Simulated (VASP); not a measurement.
# HoHgF4 (F-43m) in VASP: notebook, part 2 of 2

VASP 6.6.1. The steps go on from the part before.

## Step 4: Relaxation of cell and atoms, PBE

This run uses another cell than the first one, of 15.93 Å³/atom.

INCAR reads:

```
SYSTEM = HoHgF4
PREC = Accurate
ENCUT = 600
EDIFF = 1E-7
ISMEAR = 0
SIGMA = 0.1
LREAL = .False.
LASPH = .True.
NELM = 200
ALGO = Normal
ISIF = 3
LWAVE = .False.
LCHARG = .False.
GGA = PE
IBRION = 2
NSW = 90
EDIFFG = -0.04
GGA_COMPAT = .False.
NELMIN = 4
LMAXMIX = 6
```

KPOINTS reads:

```
regular mesh
0
Gamma
  4 4 4
  0 0 0
```

POSCAR reads:

```
HoHgF4
1.0
    0.0000000000      3.6287148600      3.6287148600
    3.6287148600      0.0000000000      3.6287148600
    3.6287148600      3.6287148600      0.0000000000
Ho Hg F
1 1 4
Direct
    0.2500000000      0.2500000000      0.2500000000
    0.5000000000      0.5000000000      0.5000000000
    0.8751941800      0.8751941800      0.3744174500
    0.3744174500      0.8751941800      0.8751941800
    0.8751941800      0.3744174500      0.8751941800
    0.8751941800      0.8751941800      0.8751941800
```

Started as:

```console
cat potpaw_PBE.64/Ho_3/POTCAR potpaw_PBE.64/Hg/POTCAR potpaw_PBE.64/F/POTCAR > POTCAR
mpirun -np 1 vasp_std > vasp.out
```

Run time: 93 s. Hardware: 1 thread of Intel Xeon Platinum 8488C (Sapphire Rapids), shared host; peak memory 0.28 GiB.

The run converged. Its results:

```
Free energy                           : -21.6823 eV
Relaxed volume                        : 13.33 Å³/atom
Relaxed cell                          : a = 4.836 Å, b = 4.836 Å, c = 4.836 Å, α = 60.00°, β = 60.00°, γ = 60.00°
Space group after relaxing (to 0.1 Å) : F-43m (No. 216)
Energy gained by relaxing             : 98.6 meV/atom
Ionic steps                           : 3
Pressure after relaxing               : -0.2 GPa
Largest force after relaxing          : 0.033 eV/Å
Band gap on the k mesh                : zero (an odd number of electrons rules out a gap without spin polarisation)
```

Forces in eV/Å, atoms in the order of the input:
```
Ho   0.000  0.000  0.000
Hg   0.000  0.000  0.000
F    0.019  0.019 -0.019
F   -0.019  0.019  0.019
F    0.019 -0.019  0.019
F   -0.019 -0.019 -0.019
```

The path:
| step | energy change (eV) | largest force (eV/Å) | pressure (GPa) | volume (Å³) |
| --- | --- | --- | --- | --- |
| 1 | 0.0000 | 0.1964 | -10.00 | 95.56 |
| 2 | -0.5697 | 0.0177 | -2.61 | 82.46 |
| 3 | -0.5919 | 0.0334 | -0.17 | 79.95 |

Final structure:
```
CELL_PARAMETERS angstrom
0.00000 3.41929 3.41929
3.41929 0.00000 3.41929
3.41929 3.41929 0.00000
ATOMIC_POSITIONS crystal
Ho 0.25000 0.25000 0.25000
Hg 0.50000 0.50000 0.50000
F 0.87611 0.87611 0.37167
F 0.37167 0.87611 0.87611
F 0.87611 0.37167 0.87611
F 0.87611 0.87611 0.87611
```

Levels at points of the mesh, in eV from the Fermi level:
```csv
k point,band 21,band 22,band 23,band 24,band 25,band 26,band 27,band 28
"(0.00, 0.00, 0.00)",-0.90,-0.90,0.05,0.05,0.05,3.59,3.59,3.59
"(0.50, 0.00, 0.00)",-1.59,-0.89,-0.35,-0.03,-0.03,3.92,3.92,4.17
"(0.50, 0.50, 0.00)",-1.82,-1.68,-0.15,-0.15,0.28,3.32,3.91,3.91
```

Caveat: the k points lie up to 0.40 Å⁻¹ apart in the final cell, too coarse for converged energies and pressures of a metal; the volume moved by over 15 % at a fixed basis, so the end points are rough; spin-orbit coupling is left out, which moves the levels of the heavy elements; the 4f electrons are frozen in the core, so they carry no moment and show no levels; an odd number of electrons without spin polarisation forces a metal; a magnetic or distorted state may lie lower; the run has no spin polarisation, though such a crystal can be magnetic. With open d or f shells a metallic result of PBE can be an artefact of self-interaction; +U or a hybrid may open a gap.

## Step 5: Single point, PBE

INCAR reads:

```
ALGO = Normal ; EDIFF = 1E-6
ENCUT = 600 ; GGA = PE
GGA_COMPAT = False ; ISIF = 2
ISMEAR = 0 ; LASPH = True
LCHARG = True ; LELF = True
LMAXMIX = 6 ; LREAL = False
LVHAR = True ; LWAVE = False
NBANDS = 34 ; NELM = 200
PREC = Accurate ; SIGMA = 0.1
```

KPOINTS reads:

```
k-points
0
Gamma
  10 10 10
```

POSCAR reads:

```
HoHgF4
1.0
    0.0000000000      3.4230224668      3.4230224668
    3.4230224668      0.0000000000      3.4230224668
    3.4230224668      3.4230224668      0.0000000000
Ho Hg F
1 1 4
Direct
    0.7500000000      0.7500000000      0.7500000000
    0.5000000000      0.5000000000      0.5000000000
    0.1241734276      0.1241734276      0.1241734276
    0.1241734276      0.1241734276      0.6274797172
    0.6274797172      0.1241734276      0.1241734276
    0.1241734276      0.6274797172      0.1241734276
```

Potentials or basis: VASP PAW PBE potentials, release 64 (Ho_3, Hg, F), 4f in core.

Started as:

```console
cat potpaw_PBE.64/Ho_3/POTCAR potpaw_PBE.64/Hg/POTCAR potpaw_PBE.64/F/POTCAR > POTCAR
mpirun -np 1 vasp_std > vasp.out
```

OUTCAR:

```text
EDIFF = 1E-6
   ENCUT = 600
   GGA = PE
   ISIF = 2
   ISMEAR = 0
   LASPH = True
   LREAL = False
   NELM = 200
   PREC = Accurate

 ion  position               nearest neighbor table
   1  0.750  0.750  0.750-   4 2.84   5 2.84   6 2.84   3 2.84   5 2.84   6 2.84   3 2.84   4 2.84
                             5 2.84   3 2.84   4 2.84   6 2.84   2 2.96   2 2.96   2 2.96   2 2.96
   2  0.500  0.500  0.500-   4 2.84   5 2.84   6 2.84   3 2.84   3 2.84   3 2.84   6 2.84   5 2.84
                             6 2.84   4 2.84   4 2.84   5 2.84   1 2.96   1 2.96   1 2.96   1 2.96
   3  0.124  0.124  0.124-   1 2.84   1 2.84   1 2.84   2 2.84   2 2.84   2 2.84
   4  0.124  0.124  0.627-   1 2.84   1 2.84   1 2.84   2 2.84   2 2.84   2 2.84
   5  0.627  0.124  0.124-   1 2.84   1 2.84   1 2.84   2 2.84   2 2.84   2 2.84
   6  0.124  0.627  0.124-   1 2.84   1 2.84   1 2.84   2 2.84   2 2.84   2 2.84

  LATTYP: Found a face centered cubic cell.
 ALAT       =     6.8460449336

  Lattice vectors:

 A1 = (   0.0000000000,   3.4230224668,   3.4230224668)
 A2 = (   3.4230224668,   0.0000000000,   3.4230224668)
 A3 = (   3.4230224668,   3.4230224668,   0.0000000000)

Analysis of symmetry for initial positions (statically):
=====================================================================
 Subroutine PRICEL returns:
 Original cell was already a primitive cell.

 Routine SETGRP: Setting up the symmetry group for a
 face centered cubic supercell.

 Subroutine GETGRP returns: Found 24 space group operations
 (whereof 24 operations were pure point group operations)
 out of a pool of 48 trial point group operations.

The static configuration has the point symmetry T_d .

Analysis of symmetry for dynamics (positions and initial velocities):
=====================================================================
 Subroutine PRICEL returns:
 Original cell was already a primitive cell.

 Routine SETGRP: Setting up the symmetry group for a
 face centered cubic supercell.

 Subroutine GETGRP returns: Found 24 space group operations
[... 135 lines left out ...]
   LORBIT       =      0    0 simple, 1 ext, 2 COOP (PROOUT), +10 PAW based schemes
   GGA     = PE    functional components
   LHFCALC =     F    Hartree Fock is set to
   AEXX    =    0.0000 exact exchange contribution
   IVDW    =     0    specifies the selected vdW correction
   LEPSILON=     F    determine dielectric tensor
   LRPA    =     F    only Hartree local field effects (RPA)
 non-spin polarized calculation
 Gauss-broadening in eV      SIGMA  =   0.10
  energy-cutoff  :      600.00
  volume of cell :       80.22
 maximum number of plane-waves:      2701
   NGX = 19   NGY = 19   NGZ = 19

 number of electron      48.9999991 magnetization

 Free energy of the ion-electron system (eV)
  ---------------------------------------------------
  ext. energy  EPLUGINS =         0.00000000
  ---------------------------------------------------
  free energy    TOTEN  =       -21.63418395 eV

  energy without entropy =      -21.57286790  energy(sigma->0) =      -21.60352592

 E-fermi :   1.2207     XC(G=0): -10.9692

 val. band max:        1.2198394777   @ k =   0.2000   0.1000   0.0000
 cond. band min:       1.2215047934   @ k =   0.5000   0.3000   0.0000
 fundamental gap:      0.0016653157
 Fermi energy:         1.2207124413

 k-point     1 :       0.0000    0.0000    0.0000
  band No.  band energies     occupation
      1     -22.9379      2.00000
      2     -22.9379      2.00000
      3     -22.9379      2.00000
      4     -20.2745      2.00000
      5     -18.9584      2.00000
      6     -18.9584      2.00000
[... 877 lines left out ...]
     33      10.0349      0.00000
     34      14.0420      0.00000

 [... further k-points ...]

------------------------ aborting loop because EDIFF is reached ----------------------------------------

  FORCE on cell =-STRESS in cart. coord.  units (eV):
  Direction    XX          YY          ZZ          XY          YZ          ZX
  --------------------------------------------------------------------------------------
  -------------------------------------------------------------------------------------
  Total       -0.2102647     -0.2102647     -0.2102647     -0.0000000     -0.0000000     -0.0000000
  in kB       -4.1996939     -4.1996939     -4.1996939     -0.0000000     -0.0000000     -0.0000000
  external PRESSURE =      -4.1996939 kB  Pullay stress =       0.0000000 kB

 VOLUME and BASIS-vectors are now :
 -----------------------------------------------------------------------------
  energy-cutoff  :      600.00
  volume of cell :       80.22
      direct lattice vectors                 reciprocal lattice vectors
     0.000000000  3.423022467  3.423022467    -0.146069739  0.146069739  0.146069739
     3.423022467  0.000000000  3.423022467     0.146069739 -0.146069739  0.146069739
     3.423022467  3.423022467  0.000000000     0.146069739  0.146069739 -0.146069739

 POSITION                                       TOTAL-FORCE (eV/Angst)
 -----------------------------------------------------------------------------------
      5.13453      5.13453      5.13453         0.000000     -0.000000      0.000000
      3.42302      3.42302      3.42302         0.000000     -0.000000      0.000000
      0.85010      0.85010      0.85010        -0.007628     -0.007628     -0.007628
      2.57293      2.57293      0.85010         0.007628      0.007628     -0.007628
      0.85010      2.57293      2.57293        -0.007628      0.007628      0.007628
      2.57293      0.85010      2.57293         0.007628     -0.007628      0.007628
 -----------------------------------------------------------------------------------
    total drift:                                0.000000      0.000000      0.000000

  FREE ENERGIE OF THE ION-ELECTRON SYSTEM (eV)
  ---------------------------------------------------
  free  energy   TOTEN  =       -21.6341839454 eV

  energy  without entropy=      -21.5728679025  energy(sigma->0) =      -21.60352592
```

OSZICAR:

```text
N       E                     dE             d eps       ncg     rms          rms(c)
DAV:   1     0.599496088566E+03    0.59950E+03   -0.25168E+04  3396   0.164E+03
DAV:   2     0.239282025644E+02   -0.57557E+03   -0.53697E+03  4878   0.513E+02
DAV:   3    -0.270693565828E+02   -0.50998E+02   -0.48938E+02  4906   0.158E+02
DAV:   4    -0.280887031506E+02   -0.10193E+01   -0.10077E+01  4720   0.238E+01
DAV:   5    -0.281011643484E+02   -0.12461E-01   -0.12457E-01  4286   0.197E+00    0.158E+01
DAV:   6    -0.219366873682E+02    0.61645E+01   -0.14996E+01  4992   0.481E+01    0.125E+01
DAV:   7    -0.218098736361E+02    0.12681E+00   -0.23489E+00  3592   0.112E+01    0.767E+00
DAV:   8    -0.218600284227E+02   -0.50155E-01   -0.49285E-01  4720   0.811E+00    0.447E+00
DAV:   9    -0.216808910355E+02    0.17914E+00   -0.31297E-01  4280   0.456E+00    0.164E+00
DAV:  10    -0.216390242403E+02    0.41867E-01   -0.40797E-02  4242   0.158E+00    0.637E-01
DAV:  11    -0.216353778425E+02    0.36464E-02   -0.98250E-03  5152   0.875E-01    0.369E-01
DAV:  12    -0.216344616978E+02    0.91614E-03   -0.37177E-03  4054   0.560E-01    0.180E-01
DAV:  13    -0.216343794027E+02    0.82295E-04   -0.48902E-04  5014   0.251E-01    0.154E-01
DAV:  14    -0.216341795623E+02    0.19984E-03   -0.16491E-04  4636   0.126E-01    0.129E-02
DAV:  15    -0.216341845188E+02   -0.49565E-05   -0.19690E-05  3410   0.268E-02    0.115E-02
DAV:  16    -0.216341839454E+02    0.57331E-06   -0.37080E-06  3332   0.199E-02
   1 F= -.21634184E+02 E0= -.21603526E+02  d E =-.613160E-01
```

It took 2.1 min on 1 thread of Intel Xeon Platinum 8488C (Sapphire Rapids), shared host; peak memory 0.34 GiB.

What came out:

- Free energy: -21.6342 eV
- Pressure: -0.4 GPa
- Largest force: 0.013 eV/Å
- Band gap on the k mesh: zero (an odd number of electrons rules out a gap without spin polarisation)

Forces in eV/Å, atoms in the order of the input:
```
Ho   0.000  0.000  0.000
Hg   0.000  0.000  0.000
F   -0.008 -0.008 -0.008
F    0.008  0.008 -0.008
F   -0.008  0.008  0.008
F    0.008 -0.008  0.008
```

Caveat: spin-orbit coupling is left out, which moves the levels of the heavy elements; the 4f electrons are frozen in the core, so they carry no moment and show no levels; an odd number of electrons without spin polarisation forces a metal; a magnetic or distorted state may lie lower; the run has no spin polarisation, though such a crystal can be magnetic.

## Step 6: Relaxation of cell and atoms, PBE

INCAR reads:

```
  PREC = Accurate
  ENCUT = 600
  EDIFF = 1E-7
  ISMEAR = 0
  SIGMA = 0.1
  LREAL = False
  LASPH = True
  NELM = 200
  ALGO = Normal
  ISIF = 3
  LWAVE = False
  LCHARG = False
  GGA = PE
  IBRION = 2
  NSW = 100
  EDIFFG = -0.01
  GGA_COMPAT = False
  NELMIN = 4
  LMAXMIX = 6
```

KPOINTS reads:

```
regular mesh
0
Gamma
  10 10 10
```

POSCAR reads:

```
HoHgF4
1.0
    0.0000000000      3.4246912033      3.4246912033
    3.4246912033      0.0000000000      3.4246912033
    3.4246912033      3.4246912033      0.0000000000
Ho Hg F
1 1 4
Direct
    0.7500000000      0.7500000000      0.7500000000
    0.5000000000      0.5000000000      0.5000000000
    0.1241194381      0.1241194381      0.1241194381
    0.1241194381      0.1241194381      0.6276416856
    0.6276416856      0.1241194381      0.1241194381
    0.1241194381      0.6276416856      0.1241194381
```

Potentials or basis: VASP PAW PBE potentials, release 64 (Ho_3, Hg, F), 4f in core.

Started as:

```console
cat potpaw_PBE.64/Ho_3/POTCAR potpaw_PBE.64/Hg/POTCAR potpaw_PBE.64/F/POTCAR > POTCAR
mpirun -np 1 vasp_std > vasp.out
```

Run time: 2.8 min. Hardware: 1 thread of Intel Xeon Platinum 8488C (Sapphire Rapids), shared host; peak memory 0.33 GiB.

It converged, with:

* Free energy: -21.6351 eV
* Relaxed volume: 13.30 Å³/atom
* Relaxed cell: a = 4.832 Å, b = 4.832 Å, c = 4.832 Å, α = 60.00°, β = 60.00°, γ = 60.00°
* Space group after relaxing (to 0.1 Å): F-43m (No. 216)
* Energy gained by relaxing: 0.2 meV/atom
* Ionic steps: 2
* Pressure after relaxing: 0.0 GPa
* Largest force after relaxing: 0.003 eV/Å
* Band gap on the k mesh: zero (an odd number of electrons rules out a gap without spin polarisation)

Forces in eV/Å, atoms in the order of the input:
```
Ho   0.000  0.000  0.000
Hg   0.000  0.000  0.000
F    0.002  0.002  0.002
F   -0.002 -0.002  0.002
F    0.002 -0.002 -0.002
F   -0.002  0.002 -0.002
```

Step by step:
| step | energy change (eV) | largest force (eV/Å) | pressure (GPa) | volume (Å³) |
| --- | --- | --- | --- | --- |
| 1 | 0.0000 | 0.0045 | -0.55 | 80.33 |
| 2 | -0.0009 | 0.0035 | -0.01 | 79.80 |

Final structure:
```
Ho Hg F
1.0
     0.00000    3.41705    3.41705
     3.41705    0.00000    3.41705
     3.41705    3.41705    0.00000
Ho Hg F
1 1 4
Direct
  0.75000 0.75000 0.75000
  0.50000 0.50000 0.50000
  0.12410 0.12410 0.12410
  0.12410 0.12410 0.62770
  0.62770 0.12410 0.12410
  0.12410 0.62770 0.12410
```

Levels at points of the mesh, in eV from the Fermi level:
| k point | band 21 | band 22 | band 23 | band 24 | band 25 | band 26 | band 27 | band 28 | band 29 |
| --- | --- | --- | --- | --- | --- | --- | --- | --- | --- |
| (0.00, 0.00, 0.00) | -0.91 | -0.91 | 0.06 | 0.06 | 0.06 | 3.56 | 3.56 | 3.56 | 5.39 |
| (0.50, 0.00, 0.00) | -1.59 | -0.90 | -0.37 | -0.02 | -0.02 | 3.90 | 3.90 | 4.15 | 4.86 |
| (0.50, 0.50, 0.00) | -1.83 | -1.68 | -0.14 | -0.14 | 0.26 | 3.29 | 3.88 | 3.88 | 5.08 |

Caveat: spin-orbit coupling is left out, which moves the levels of the heavy elements; the 4f electrons are frozen in the core, so they carry no moment and show no levels; an odd number of electrons without spin polarisation forces a metal; a magnetic or distorted state may lie lower; the run has no spin polarisation, though such a crystal can be magnetic. Spin polarisation is off, so any magnetic state and its effect on volume and gap are missing.

## Step 7: The runs side by side

| task | cell | k mesh | gap on the mesh (eV) | pressure (GPa) | relaxed volume (Å³/atom) | largest force (eV/Å) |
| --- | --- | --- | --- | --- | --- | --- |
| single point | a = 4.843 Å, angles 60.0°, 6 atoms, atomic positions A | 4 × 4 × 4 | none | -0.5 | - | 0.01 |
| single point | a = 5.132 Å, angles 60.0°, 6 atoms, atomic positions B | 4 × 4 × 4 | none | -10.0 | - | 0.20 |
| relaxation of cell and atoms | relaxed from a = 5.132 Å, angles 60.0°, 6 atoms, atomic positions B | 4 × 4 × 4 | none | -0.2 | 13.33 | 0.03 |
| single point | a = 4.841 Å, angles 60.0°, 6 atoms, atomic positions C | 10 × 10 × 10 | none | -0.4 | - | 0.01 |
| relaxation of cell and atoms | relaxed from a = 4.843 Å, angles 60.0°, 6 atoms, atomic positions A | 10 × 10 × 10 | none | 0.0 | 13.30 | - |

Alike in all rows: level PBE; potentials or basis VASP PAW PBE potentials, release 64 (Ho_3, Hg, F), 4f in core; no spin polarisation; cutoff (eV) 600; smearing gaussian 0.1 eV.

Caveats: some runs use coarse meshes; spin-orbit coupling is left out, which moves the levels of the heavy elements; the 4f electrons are frozen in the core, so they carry no moment and show no levels; an odd number of electrons without spin polarisation forces a metal; a magnetic or distorted state may lie lower; the run has no spin polarisation, though such a crystal can be magnetic; the volume moved by over 15 % at a fixed basis, so the end points are rough (at least some runs).

Absolute energies hang on the potentials; compare differences alone.

The gap in the log of VASP goes by the Fermi energy; the results here count the filled bands.